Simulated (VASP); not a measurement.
# Sn (I4/mmm) in VASP: settings compared, part 2 of 2

VASP 6.6.1. Earlier steps stand in the parts before.

### Step 4. Single point, B3LYP

POSCAR

```
Sn
1.0
   -2.0291894110      2.0291894110      1.6607599896
    2.0291894110     -2.0291894110      1.6607599896
    2.0291894110      2.0291894110     -1.6607599896
Sn
1
Direct
    0.0000000000      0.0000000000      0.0000000000
```

INCAR.step1

```
PREC = Accurate ; ENCUT = 520
EDIFF = 1E-5 ; ISMEAR = -1
SIGMA = 0.05 ; LREAL = F
LASPH = T ; NELM = 100
ALGO = Normal ; ISIF = 2
LWAVE = T ; LCHARG = F
NBANDS = 13 ; GGA = PE
```

INCAR.step2

```
PREC = Accurate ; ENCUT = 520
EDIFF = 1E-7 ; ISMEAR = -1
SIGMA = 0.05 ; LREAL = F
LASPH = T ; NELM = 100
ALGO = Normal ; ISIF = 2
LWAVE = F ; LCHARG = F
GGA = B3 ; LHFCALC = T
AEXX = 0.2 ; AGGAX = 0.72
AGGAC = 0.81 ; ALDAC = 0.19
PRECFOCK = Normal ; NBANDS = 13
ISTART = 1
```

KPOINTS

```
Automatic mesh
0
Gamma
  5 5 5
```

Potentials or basis: VASP PAW PBE potentials, release 64 (Sn_d).

Launch:

```
$ cat potpaw_PBE.64/Sn_d/POTCAR > POTCAR
$ cp INCAR.step1 INCAR
$ mpirun -np 1 vasp_std > vasp.out
$ cp INCAR.step2 INCAR
$ mpirun -np 1 vasp_std > vasp.out
```

OUTCAR:

```text
PREC = Accurate
   ENCUT = 520
   EDIFF = 1E-7
   ISMEAR = -1
   LREAL = F
   LASPH = T
   NELM = 100
   ISIF = 2
   GGA = B3
   LHFCALC = T
   AEXX = 0.2
   PRECFOCK = Normal
   ISTART = 1

 ion  position               nearest neighbor table
   1  0.000  0.000  0.000-

  LATTYP: Found a body centered tetragonal cell.
 ALAT       =     4.0583788220
 C/A-ratio  =     0.8184351745

  Lattice vectors:

 A1 = (  -2.0291894110,   2.0291894110,   1.6607599896)
 A2 = (   2.0291894110,  -2.0291894110,   1.6607599896)
 A3 = (   2.0291894110,   2.0291894110,  -1.6607599896)

Analysis of symmetry for initial positions (statically):
=====================================================================
 Subroutine PRICEL returns:
 Original cell was already a primitive cell.

 Routine SETGRP: Setting up the symmetry group for a
 body centered tetragonal supercell.

 Subroutine GETGRP returns: Found 16 space group operations
 (whereof 16 operations were pure point group operations)
 out of a pool of 16 trial point group operations.

The static configuration has the point symmetry D_4h.

Analysis of symmetry for dynamics (positions and initial velocities):
=====================================================================
 Subroutine PRICEL returns:
 Original cell was already a primitive cell.

 Routine SETGRP: Setting up the symmetry group for a
 body centered tetragonal supercell.

 Subroutine GETGRP returns: Found 16 space group operations
 (whereof 16 operations were pure point group operations)
 out of a pool of 16 trial point group operations.

The dynamic configuration has the point symmetry D_4h.

 Subroutine INISYM returns: Found 16 space group operations
 (whereof 16 operations are pure point group operations),
 and found     1 'primitive' translations

----------------------------------------------------------------------------------------
[... 117 lines left out ...]
   HFSCREEN=    0.0000 screening length (either q_TF or 0.3 A-1)
   HFSCREENC=   0.0000 screening length for correlation (either q_TF or 0.3 A-1)
   ENCUTFOCK=  -1.0 apply spherical cutoff to Coloumb kernel
   IVDW    =     0    specifies the selected vdW correction
   LEPSILON=     F    determine dielectric tensor
   LRPA    =     F    only Hartree local field effects (RPA)
 non-spin polarized calculation
  energy-cutoff  :      520.00
  volume of cell :       27.35
 maximum number of plane-waves:       754
 NGX is ok and might be reduce to    28
  NGX = 20; NGY = 20; NGZ = 20

 number of electron      14.0000001 magnetization

 Free energy of the ion-electron system (eV)
  ---------------------------------------------------
  ext. energy  EPLUGINS =         0.00000000
  ---------------------------------------------------
  free energy    TOTEN  =        -3.69029016 eV

  energy without entropy =       -3.68560942  energy(sigma->0) =       -3.68794979

 E-fermi :   8.0333     XC(G=0):  -8.1832

 val. band max:        7.5861211487   @ k =  -0.2000   0.4000   0.2000
 cond. band min:       8.0613695347   @ k =   0.2000   0.2000   0.0000
 fundamental gap:      0.4752483860
 Fermi energy:         8.0332951816

 k-point     1 :       0.0000    0.0000    0.0000
  band No.  band energies     occupation
      1     -15.5224      2.00000
      2     -15.4240      2.00000
      3     -15.4240      2.00000
      4     -15.4143      2.00000
      5     -15.3181      2.00000
      6      -4.2851      2.00000
      7      15.7462      0.00000
      8      15.7462      0.00000
      9      18.4020      0.00000
     10      19.4543      0.00000
     11      20.7975      0.00000
     12      21.9762      0.00000
     13      21.9762      0.00000
[... 258 lines left out ...]
  band No.  band energies     occupation
      1     -15.4692      2.00000
      2     -15.4635      2.00000
      3     -15.3111      2.00000
      4     -15.3111      2.00000
      5     -15.2857      2.00000
      6       3.9879      2.00000
      7       6.9107      2.00000
      8       6.9107      2.00000
      9       7.3993      1.99999
     10      12.6023      0.00000
     11      19.8746      0.00000
     12      25.9953      0.00000
     13      27.0240      0.00000

------------------------ aborting loop because EDIFF is reached ----------------------------------------

  FORCE on cell =-STRESS in cart. coord.  units (eV):
  Direction    XX          YY          ZZ          XY          YZ          ZX
  --------------------------------------------------------------------------------------
  -------------------------------------------------------------------------------------
  Total        0.7090677      0.7090677      1.5360707      0.0000000      0.0000000      0.0000000
  in kB       41.5323280     41.5323280     89.9724931      0.0000000      0.0000000      0.0000000
  external PRESSURE =      57.6790497 kB  Pullay stress =       0.0000000 kB

 VOLUME and BASIS-vectors are now :
 -----------------------------------------------------------------------------
  energy-cutoff  :      520.00
  volume of cell :       27.35
      direct lattice vectors                 reciprocal lattice vectors
    -2.029189411  2.029189411  1.660759990     0.000000000  0.246403809  0.301066983
     2.029189411 -2.029189411  1.660759990     0.246403809  0.000000000  0.301066983
     2.029189411  2.029189411 -1.660759990     0.246403809  0.246403809  0.000000000

 POSITION                                       TOTAL-FORCE (eV/Angst)
 -----------------------------------------------------------------------------------
      0.00000      0.00000      0.00000         0.000000      0.000000     -0.000000
 -----------------------------------------------------------------------------------
    total drift:                               -0.000000     -0.000000      0.000000

  FREE ENERGIE OF THE ION-ELECTRON SYSTEM (eV)
  ---------------------------------------------------
  free  energy   TOTEN  =        -3.6902901571 eV

  energy  without entropy=       -3.6856094216  energy(sigma->0) =       -3.68794979
```

OUTCAR.step1:

```text
PREC = Accurate
   ENCUT = 520
   EDIFF = 1E-5
   ISMEAR = -1
   LREAL = F
[... 496 lines left out ...]

 POSITION                                       TOTAL-FORCE (eV/Angst)
 -----------------------------------------------------------------------------------
      0.00000      0.00000      0.00000         0.000000      0.000000      0.000000
 -----------------------------------------------------------------------------------
    total drift:                               -0.000000     -0.000000     -0.000000

  FREE ENERGIE OF THE ION-ELECTRON SYSTEM (eV)
  ---------------------------------------------------
  free  energy   TOTEN  =        -3.6307623015 eV

  energy  without entropy=       -3.6119451754  energy(sigma->0) =       -3.62135374
```

OSZICAR.step1:

```text
N       E                     dE             d eps       ncg     rms          rms(c)
DAV:   1     0.807153843875E+02    0.80715E+02   -0.71498E+03   473   0.165E+03
DAV:   2     0.214859118364E+01   -0.78567E+02   -0.76540E+02   483   0.337E+02
DAV:   3    -0.351613279219E+01   -0.56647E+01   -0.56093E+01   568   0.726E+01
DAV:   4    -0.363853565762E+01   -0.12240E+00   -0.12237E+00   553   0.116E+01
DAV:   5    -0.364307084426E+01   -0.45352E-02   -0.45351E-02   614   0.214E+00    0.131E+00
DAV:   6    -0.363392614877E+01    0.91447E-02   -0.96175E-03   611   0.168E+00    0.726E-01
DAV:   7    -0.363087993983E+01    0.30462E-02   -0.61238E-03   583   0.128E+00    0.950E-02
DAV:   8    -0.363076261878E+01    0.11732E-03   -0.62969E-04   578   0.417E-01    0.214E-02
DAV:   9    -0.363076230152E+01    0.31726E-06   -0.93509E-06   389   0.438E-02
   1 F= -.36307623E+01 E0= -.36213537E+01  d E =-.188171E-01
```

It took 7.2 min on 1 thread of Intel Xeon 6975P-C (Granite Rapids), shared host; peak memory 0.17 GiB.

Results:

```
Free energy            : -3.6903 eV
Pressure               : 5.8 GPa
Band gap on the k mesh : zero (band 7 reaches 15.75 eV, above the bottom of band 8 at 6.91 eV)
```

Caveat: the k points lie up to 0.49 Å⁻¹ apart; the PAW data sets were made with another functional, which shifts forces and pressure a little; spin-orbit coupling is left out, which moves the levels of the heavy elements.

### Step 5. Overview

```csv
task,level,cell,k mesh,cutoff (eV),grid for exact exchange (PRECFOCK),share of exact exchange,screening parameter,gap on the mesh (eV),pressure (GPa)
relaxation of cell and atoms,PBE+D3(BJ),"relaxed from a = 3.316 Å, angles 104.5, 104.5, 119.9°, 1 atom",10 × 10 × 10,600,-,-,-,none,0.0
single point,PBEsol-based screened hybrid,"a = 3.248 Å, angles 105.9, 105.9, 116.9°, 1 atom",5 × 5 × 5,520,Normal,0.25,0.207 1/Å,none,0.0
single point,B3LYP,"a = 3.316 Å, angles 104.5, 104.5, 119.9°, 1 atom",5 × 5 × 5,520,Normal,-,-,none,5.8
```

Alike in all rows: potentials or basis VASP PAW PBE potentials, release 64 (Sn_d); no spin polarisation; smearing fermi-dirac 0.05 eV.

Caveats: some runs use coarse meshes; spin-orbit coupling is left out, which moves the levels of the heavy elements; the PAW data sets were made with another functional, which shifts forces and pressure a little (some runs); pairwise dispersion overbinds metals, which lowers pressure and volume (some runs).

Total energies depend on the potentials used, so only differences within one code and one set of settings carry meaning.
